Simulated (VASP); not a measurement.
Input of a VASP 6.6.1 run:

File INCAR:

```
SYSTEM = GaP4
PREC = Accurate ; ENCUT = 520
EDIFF = 1E-6 ; ISMEAR = 0
SIGMA = 0.1 ; LREAL = .FALSE.
LASPH = .TRUE. ; NELM = 100
ALGO = Normal ; ISIF = 2
LWAVE = .FALSE. ; LCHARG = .TRUE.
GGA = PE ; LELF = .TRUE.
LVHAR = .TRUE. ; NBANDS = 24
```

KPOINTS

```
Automatic mesh
0
G
  4 4 4
  0 0 0
```

Contents of POSCAR:

```
GaP4
1.0
    5.0828497359      0.0000000000      0.0000000000
    0.0000000000      5.0828497359      0.0000000000
    0.0000000000      0.0000000000      5.0828497359
Ga P
1 4
Direct
    0.0000000000      0.0000000000      0.0000000000
    0.3442367788      0.6557632212      0.6557632212
    0.6557632212      0.3442367788      0.6557632212
    0.6557632212      0.6557632212      0.3442367788
    0.3442367788      0.3442367788      0.3442367788
```

Potentials or basis: VASP PAW PBE potentials, release 64 (Ga_d, P).

Launch:

```bash
$ cat potpaw_PBE.64/Ga_d/POTCAR potpaw_PBE.64/P/POTCAR > POTCAR
$ mpirun -np 1 vasp_std > vasp.out
```

Question: Predict the pressure.

Answer: -0.2 GPa.

Question: Predict the largest force.

Answer: 0.151 eV/Å.

Forces on the atoms (eV/Å):
```
Ga   0.000  0.000  0.000
P    0.087 -0.087 -0.087
P   -0.087  0.087 -0.087
P   -0.087 -0.087  0.087
P    0.087  0.087  0.087
```
